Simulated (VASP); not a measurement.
Wanted: the native input for a VASP 6.6.1 run.

* Task: single point
* Functional: LDA
* Potentials or basis: VASP PAW LDA potentials, release 64 (Ge_d)
* Cutoff: 520 eV
* k mesh: 7 × 7 × 7
* Occupations: fermi-dirac, width 0.05 eV
* Spin: no spin polarisation
* Dipole correction: no
* Further INCAR settings: ALGO = Normal; EDIFF = 1e-06; NBANDS = 36

The structure of Ge lies in POSCAR:

```
Ge
1.0
    0.0000000000      2.8268308174      5.0112343708
    2.5767983202      0.0000000000      5.0112343708
    2.5767983202      2.8268308174      0.0000000000
Ge
4
Direct
    0.7264900000      0.2735100000      0.7264900000
    0.2735100000      0.7264900000      0.2735100000
    0.2181330000      0.2181330000      0.7818670000
    0.7818670000      0.7818670000      0.2181330000
```

These files were run (other wordings do the same):

INCAR

```
SYSTEM = Ge
PREC = Accurate
ENCUT = 520
EDIFF = 1E-6
ISMEAR = -1
SIGMA = 0.05
LREAL = .False.
LASPH = .True.
NELM = 80
ALGO = Normal
ISIF = 2
LWAVE = .False.
LCHARG = .False.
GGA = CA
NBANDS = 36
```

KPOINTS

```
Automatic mesh
0
Gamma
  7 7 7
  0 0 0
```

Potentials or basis: VASP PAW LDA potentials, release 64 (Ge_d).

Launch:

```console
$ cat potpaw_LDA.64/Ge_d/POTCAR > POTCAR
$ mpirun -np 1 vasp_std > vasp.out
```

It gave:

The pressure is -1.0 GPa. The largest force is 0.064 eV/Å and the band gap on the k mesh is zero (bands 28 and 29 overlap by 2.81 eV).

It took 4.8 min on 1 thread of Intel Xeon 8259CL, with other jobs on the host, peak memory 0.26 GiB.
